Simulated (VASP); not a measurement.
# Sn (P6/mmm) in VASP: a series of runs

The runs below take Sn through single point, with PBE.

Program: VASP 6.6.1. These are calculated values, not measurements. Logs are shortened: lines on timing, memory, paths and dates and some standing lists are left out, and cuts for length are marked.

### 1 The cell of the first run

It takes space group P6/mmm (No. 191, hexagonal). Conventional cell: a = 5.410 Å, b = 5.410 Å, c = 3.298 Å, α = 90.00°, β = 90.00°, γ = 120.00°. Sn (site symmetry 6/mmm) has 14 Sn at 3.30 to 3.53 Å within 4.3 Å. Within 4.1 Å of Sn (site symmetry -6m2) lie 11 Sn at 3.12 to 3.53 Å.

This isn't the form of Sn at room conditions, which is tetragonal (white tin).

### 2 Single point, PBE

The input, INCAR:

```
PREC     = Accurate       # precision mode
ENCUT    = 520            # plane-wave cutoff, eV
EDIFF    = 1E-6           # SCF threshold, eV
ISMEAR   = -1             # smearing method
SIGMA    = 0.1            # smearing width, eV
LREAL    = F              # projectors in reciprocal space
LASPH    = T              # aspherical terms in the spheres
NELM     = 60             # most SCF steps
ALGO     = Normal         # electronic algorithm
ISIF     = 2              # what is computed and relaxed
LWAVE    = F              # write WAVECAR
LCHARG   = F              # write CHGCAR
GGA      = PE             # functional
NBANDS   = 28             # bands
```

The input, KPOINTS:

```
regular mesh
0
Gamma
  7 7 10
```

The input, POSCAR:

```
Sn
1.0
    5.4095135730      0.0000000000      0.0000000000
   -2.7047567865      4.6847761764      0.0000000000
    0.0000000000      0.0000000000      3.2983530367
Sn
3
Direct
    0.0000000000      0.0000000000      0.0000000000
    0.3333333333      0.6666666667      0.5000000000
    0.6666666667      0.3333333333      0.5000000000
```

Potentials or basis: VASP PAW PBE potentials, release 64 (Sn_d).

Launch:

```console
> cat potpaw_PBE.64/Sn_d/POTCAR > POTCAR
> mpirun -np 1 vasp_std > vasp.out
```

OUTCAR:

```text
PREC = Accurate
   ENCUT = 520
   EDIFF = 1E-6
   ISMEAR = -1
   LREAL = F
   LASPH = T
   NELM = 60
   ISIF = 2
   GGA = PE

 ion  position               nearest neighbor table
   1  0.000  0.000  0.000-   2 3.53   3 3.53   2 3.53   3 3.53   3 3.53   3 3.53   2 3.53   2 3.53
                             3 3.53   3 3.53   2 3.53   2 3.53
   2  0.333  0.667  0.500-   3 3.12   3 3.12   3 3.12   1 3.53   1 3.53   1 3.53   1 3.53   1 3.53
                             1 3.53
   3  0.667  0.333  0.500-   2 3.12   2 3.12   2 3.12   1 3.53   1 3.53   1 3.53   1 3.53   1 3.53
                             1 3.53

  LATTYP: Found a hexagonal cell.
 ALAT       =     5.4095135730
 C/A-ratio  =     0.6097319088

  Lattice vectors:

 A1 = (   5.4095135730,   0.0000000000,   0.0000000000)
 A2 = (  -2.7047567865,   4.6847761764,   0.0000000000)
 A3 = (   0.0000000000,   0.0000000000,   3.2983530367)

Analysis of symmetry for initial positions (statically):
=====================================================================
 Subroutine PRICEL returns:
 Original cell was already a primitive cell.

 Routine SETGRP: Setting up the symmetry group for a
 hexagonal supercell.

 Subroutine GETGRP returns: Found 24 space group operations
 (whereof 24 operations were pure point group operations)
 out of a pool of 24 trial point group operations.

The static configuration has the point symmetry D_6h.

Analysis of symmetry for dynamics (positions and initial velocities):
=====================================================================
 Subroutine PRICEL returns:
 Original cell was already a primitive cell.

 Routine SETGRP: Setting up the symmetry group for a
 hexagonal supercell.

 Subroutine GETGRP returns: Found 24 space group operations
 (whereof 24 operations were pure point group operations)
 out of a pool of 24 trial point group operations.

The dynamic configuration has the point symmetry D_6h.

 Subroutine INISYM returns: Found 24 space group operations
 (whereof 24 operations are pure point group operations),
 and found     1 'primitive' translations

----------------------------------------------------------------------------------------

                                     Primitive cell

  volume of cell :      83.5881

  direct lattice vectors                    reciprocal lattice vectors
     5.409513573  0.000000000  0.000000000     0.184859505  0.106728685  0.000000000
    -2.704756786  4.684776176  0.000000000     0.000000000  0.213457370  0.000000000
     0.000000000  0.000000000  3.298353037     0.000000000  0.000000000  0.303181615

  length of vectors
     5.409513573  5.409513573  3.298353037     0.213457370  0.213457370  0.303181615

  position of ions in fractional coordinates (direct lattice)
     0.000000000  0.000000000  0.000000000
     0.333333333  0.666666667  0.500000000
     0.666666667  0.333333333  0.500000000

  ion indices of the primitive-cell ions
   primitive index   ion index
                 1           1
                 2           2
                 3           3

----------------------------------------------------------------------------------------

 KPOINTS: regular mesh

Automatic generation of k-mesh.
 Grid dimensions read from file:
 generate k-points for:    7    7   10

 Generating k-lattice:

  Cartesian coordinates                     Fractional coordinates (reciprocal lattice)
     0.026408501  0.015246955  0.000000000     0.142857143 -0.000000000  0.000000000
     0.000000000  0.030493910  0.000000000     0.000000000  0.142857143  0.000000000
     0.000000000  0.000000000  0.030318161     0.000000000  0.000000000  0.100000000

  Length of vectors
     0.030493910  0.030493910  0.030318161

  Shift w.r.t. Gamma in fractional coordinates (k-lattice)
     0.000000000  0.000000000  0.000000000

 Subroutine IBZKPT returns following result:
 ===========================================

 Found     48 irreducible k-points:

 Following reciprocal coordinates:
            Coordinates               Weight
  0.000000  0.000000  0.000000      1.000000
  0.142857  0.000000  0.000000      6.000000
  0.285714  0.000000  0.000000      6.000000
  0.428571 -0.000000  0.000000      6.000000
  0.142857  0.142857  0.000000      6.000000
  0.285714  0.142857  0.000000     12.000000
[... 16 lines left out ...]
  0.428571  0.142857  0.200000     12.000000
  0.285714  0.285714  0.200000     12.000000
 [... further k-points ...]
   k-points           NKPTS =     48   k-points in BZ     NKDIM =     48   number of bands    NBANDS=     28
   number of dos      NEDOS =    301   number of ions     NIONS =      3
   total plane-waves  NPLWV =  44800
   dimension x,y,z NGX =    40 NGY =   40 NGZ =   28
   dimension x,y,z NGXF=    80 NGYF=   80 NGZF=   56
   ions per type =               3
   NGX,Y,Z   is equivalent  to a cutoff of  12.29, 12.29, 14.11 a.u.
   NGXF,Y,Z  is equivalent  to a cutoff of  24.59, 24.59, 28.23 a.u.
 SYSTEM =  unknown system
   PREC   = accura    normal or accurate (medium, high low for compatibility)
   ISTART =      0    job   : 0-new  1-cont  2-samecut
   ICHARG =      2    charge: 1-file 2-atom 10-const
   ISPIN  =      1    spin polarized calculation?
   LNONCOLLINEAR =      F non collinear calculations
   LSORBIT =      F    spin-orbit coupling
   LASPH  =      T    aspherical Exc in radial PAW
   ENCUT  =  520.0 eV  38.22 Ry    6.18 a.u.  10.06 10.06  6.13*2*pi/ulx,y,z
   NELM   =     60;   NELMIN=  2; NELMDL= -5     # of ELM steps
   EDIFF  = 0.1E-05   stopping-criterion for ELM
   LREAL  =      F    real-space projection
   EDIFFG = 0.1E-04   stopping-criterion for IOM
   NSW    =      0    number of steps for IOM
   IBRION =     -1    ionic relax: 0-MD 1-quasi-New 2-CG
   NFREE  =      0    steps in history (QN), initial steepest desc. (CG)
   ISIF   =      2    stress and relaxation
   ISYM   =      2    0-nonsym 1-usesym 2-fastsym
   POTIM  = 0.5000    time-step for ionic-motion
   TEBEG  =    0.0;   TEEND  =   0.0 temperature during run
   PSTRESS=    0.0 pullay stress
   NELECT =      42.0000    total number of electrons
   NUPDOWN=      -1.0000    fix difference up-down
   EMIN   =  10.00;   EMAX   =-10.00  energy-range for DOS
   EFERMI =   0.00;   METHOD = LEGACY
   ISMEAR =    -1;   SIGMA  =   0.10  broadening in eV -4-tet -1-fermi 0-gaus
   EFERMI_NEDOS =   21; number of points for ismear=-14 and -15
   IALGO  =     38    algorithm
   IMIX   =      4    mixing-type and parameters
     AMIX     =   0.40;   BMIX     =  1.00
     AMIX_MAG =   1.60;   BMIX_MAG =  1.00
  volume/ion in A,a.u.               =      27.86       188.03
  Fermi-wavevector in a.u.,A,eV,Ry     =   1.301497  2.459473 23.046835  1.693895
  Thomas-Fermi vector in A             =   2.432627
   LORBIT       =      0    0 simple, 1 ext, 2 COOP (PROOUT), +10 PAW based schemes
   GGA     = PE    functional components
   LHFCALC =     F    Hartree Fock is set to
   AEXX    =    0.0000 exact exchange contribution
   IVDW    =     0    specifies the selected vdW correction
   LEPSILON=     F    determine dielectric tensor
   LRPA    =     F    only Hartree local field effects (RPA)
 non-spin polarized calculation
  energy-cutoff  :      520.00
  volume of cell :       83.59
 maximum number of plane-waves:      2268
   NGX = 21   NGY = 21   NGZ = 13

 number of electron      42.0000004 magnetization

 Free energy of the ion-electron system (eV)
  ---------------------------------------------------
  ext. energy  EPLUGINS =         0.00000000
  ---------------------------------------------------
  free energy    TOTEN  =       -11.33468664 eV

  energy without entropy =      -11.27786409  energy(sigma->0) =      -11.30627537

 E-fermi :   7.8747     XC(G=0): -10.2424

 val. band max:        7.8430456337   @ k =   0.2857   0.1429   0.3000
 cond. band min:       7.9161520099   @ k =   0.2857   0.0000   0.2000
 fundamental gap:      0.0731063762
 Fermi energy:         7.8747379899

 k-point     1 :       0.0000    0.0000    0.0000
  band No.  band energies     occupation
      1     -13.8855      2.00000
      2     -13.8241      2.00000
      3     -13.8241      2.00000
      4     -13.7718      2.00000
      5     -13.7718      2.00000
      6     -13.7576      2.00000
[... 20 lines left out ...]
     27      15.5966      0.00000
     28      15.6708      0.00000

 k-point     2 :       0.1429    0.0000    0.0000
  band No.  band energies     occupation
      1     -13.8846      2.00000
      2     -13.8252      2.00000
      3     -13.8248      2.00000
      4     -13.7728      2.00000
      5     -13.7716      2.00000
      6     -13.7568      2.00000
[... 20 lines left out ...]
     27      15.1920      0.00000
     28      15.3706      0.00000

 k-point     3 :       0.2857    0.0000    0.0000
  band No.  band energies     occupation
      1     -13.8825      2.00000
      2     -13.8290      2.00000
      3     -13.8276      2.00000
      4     -13.7749      2.00000
      5     -13.7702      2.00000
      6     -13.7531      2.00000
[... 20 lines left out ...]
     27      14.6967      0.00000
     28      14.9418      0.00000

 k-point     4 :       0.4286   -0.0000    0.0000
  band No.  band energies     occupation
      1     -13.8809      2.00000
      2     -13.8351      2.00000
      3     -13.8293      2.00000
      4     -13.7766      2.00000
      5     -13.7682      2.00000
      6     -13.7453      2.00000
[... 20 lines left out ...]
     27      14.6831      0.00000
     28      15.3232      0.00000

 k-point     5 :       0.1429    0.1429    0.0000
  band No.  band energies     occupation
      1     -13.8831      2.00000
      2     -13.8277      2.00000
      3     -13.8266      2.00000
      4     -13.7738      2.00000
      5     -13.7712      2.00000
      6     -13.7547      2.00000
[... 20 lines left out ...]
     27      14.7027      0.00000
     28      14.8014      0.00000

 k-point     6 :       0.2857    0.1429    0.0000
  band No.  band energies     occupation
      1     -13.8813      2.00000
      2     -13.8324      2.00000
      3     -13.8301      2.00000
      4     -13.7748      2.00000
      5     -13.7698      2.00000
      6     -13.7494      2.00000
[... 463 lines left out ...]
      5     -13.7984      2.00000
      6     -13.7022      2.00000
[... 20 lines left out ...]
     27      13.6865      0.00000
     28      15.4882      0.00000

 k-point    22 :       0.2857    0.1429    0.2000
  band No.  band energies     occupation
      1     -13.8294      2.00000
      2     -13.8278      2.00000
      3     -13.8228      2.00000
      4     -13.7999      2.00000
      5     -13.7955      2.00000
      6     -13.7214      2.00000
[... 20 lines left out ...]
     27      13.2146      0.00000
     28      15.3260      0.00000

 k-point    23 :       0.4286    0.1429    0.2000
  band No.  band energies     occupation
      1     -13.8291      2.00000
      2     -13.8282      2.00000
      3     -13.8226      2.00000
      4     -13.8003      2.00000
      5     -13.7922      2.00000
      6     -13.7311      2.00000
[... 20 lines left out ...]
     27      12.8077      0.00000
     28      14.9339      0.00000

 k-point    24 :       0.2857    0.2857    0.2000
  band No.  band energies     occupation
      1     -13.8292      2.00000
      2     -13.8286      2.00000
      3     -13.8227      2.00000
      4     -13.7944      2.00000
      5     -13.7938      2.00000
      6     -13.7405      2.00000
[... 20 lines left out ...]
     27      13.4094      0.00000
     28      16.1686      0.00000

 [... further k-points ...]

------------------------ aborting loop because EDIFF is reached ----------------------------------------

  FORCE on cell =-STRESS in cart. coord.  units (eV):
  Direction    XX          YY          ZZ          XY          YZ          ZX
  --------------------------------------------------------------------------------------
  -------------------------------------------------------------------------------------
  Total       -0.0153133     -0.0153133     -0.0321018      0.0000000      0.0000000     -0.0000000
  in kB       -0.2935184     -0.2935184     -0.6153117      0.0000000      0.0000000     -0.0000000
  external PRESSURE =      -0.4007828 kB  Pullay stress =       0.0000000 kB

 VOLUME and BASIS-vectors are now :
 -----------------------------------------------------------------------------
  energy-cutoff  :      520.00
  volume of cell :       83.59
      direct lattice vectors                 reciprocal lattice vectors
     5.409513573  0.000000000  0.000000000     0.184859505  0.106728685  0.000000000
    -2.704756786  4.684776176  0.000000000     0.000000000  0.213457370  0.000000000
     0.000000000  0.000000000  3.298353037     0.000000000  0.000000000  0.303181615

 POSITION                                       TOTAL-FORCE (eV/Angst)
 -----------------------------------------------------------------------------------
      0.00000      0.00000      0.00000         0.000000      0.000000     -0.000000
     -0.00000      3.12318      1.64918        -0.000000      0.000000      0.000000
      2.70476      1.56159      1.64918         0.000000     -0.000000     -0.000000
 -----------------------------------------------------------------------------------
    total drift:                               -0.000000      0.000000      0.000000

  FREE ENERGIE OF THE ION-ELECTRON SYSTEM (eV)
  ---------------------------------------------------
  free  energy   TOTEN  =       -11.3346866411 eV

  energy  without entropy=      -11.2778640915  energy(sigma->0) =      -11.30627537
```

Run time: 47 s. Hardware: 1 thread of AMD EPYC 9R45 (Zen 5), shared host; peak memory 0.21 GiB.

What came out:

| Quantity | Value |
| --- | --- |
| Free energy | -11.3347 eV |
| Pressure | 0.0 GPa |
| Band gap on the k mesh | zero (bands 21 and 22 overlap by 4.36 eV) |

Levels at points of the mesh, in eV from the Fermi level:
```tsv
k point	band 18	band 19	band 20	band 21	band 22	band 23	band 24	band 25
(0.00, 0.00, 0.00)	-5.32	-2.57	-2.57	-2.44	-2.44	2.83	6.34	7.69
(0.00, 0.00, 0.50)	-2.71	-1.47	-1.08	-0.64	-0.64	-0.38	0.69	0.69
```

Caveat: spin-orbit coupling is left out, which moves the levels of the heavy elements.

### 3 Single point, PBE (24.52 Å³/atom)

This run uses another cell than the first one, of 24.52 Å³/atom.

The input, INCAR:

```
SYSTEM = Sn
PREC = Accurate
ENCUT = 520
EDIFF = 1E-6
ISMEAR = -1
SIGMA = 0.1
LREAL = .FALSE.
LASPH = .TRUE.
NELM = 60
ALGO = Normal
ISIF = 2
LWAVE = .FALSE.
LCHARG = .FALSE.
GGA = PE
NBANDS = 28
```

The input, KPOINTS:

```
regular mesh
0
G
  8 8 11
  0 0 0
```

The input, POSCAR:

```
Sn
1.0
    5.1838501502      0.0000000000      0.0000000000
   -2.5919250751      4.4893459195      0.0000000000
    0.0000000000      0.0000000000      3.1607588471
Sn
3
Direct
    0.0000000000      0.0000000000      0.0000000000
    0.3333333333      0.6666666667      0.5000000000
    0.6666666667      0.3333333333      0.5000000000
```

Potentials or basis: VASP PAW PBE potentials, release 64 (Sn_d).

Launch:

```console
> cat potpaw_PBE.64/Sn_d/POTCAR > POTCAR
> mpirun -np 1 vasp_std > vasp.out
```

Run time: 47 s. Hardware: 1 thread of AMD EPYC 9R45 (Zen 5), shared host; peak memory 0.21 GiB.

Results (log left out):

| Property | Result |
| --- | --- |
| Free energy | -11.0734 eV |
| Pressure | 8.5 GPa |
| Band gap on the k mesh | zero (bands 21 and 22 overlap by 4.61 eV) |

Stress tensor (GPa, compression positive):
```
9.80 0.00 0.00
0.00 9.80 0.00
0.00 0.00 5.79
```

Levels at points of the mesh, in eV from the Fermi level:
| k point | band 19 | band 20 | band 21 | band 22 | band 23 | band 24 |
| --- | --- | --- | --- | --- | --- | --- |
| (0.00, 0.00, 0.00) | -2.91 | -2.91 | -2.78 | -2.78 | 3.17 | 6.84 |
| (0.50, 0.00, 0.00) | -5.01 | 1.45 | 1.60 | 2.90 | 3.15 | 4.53 |

Caveat: the cell stands under pressure; spin-orbit coupling is left out, which moves the levels of the heavy elements.

(Part 1 of 2 ends here.)
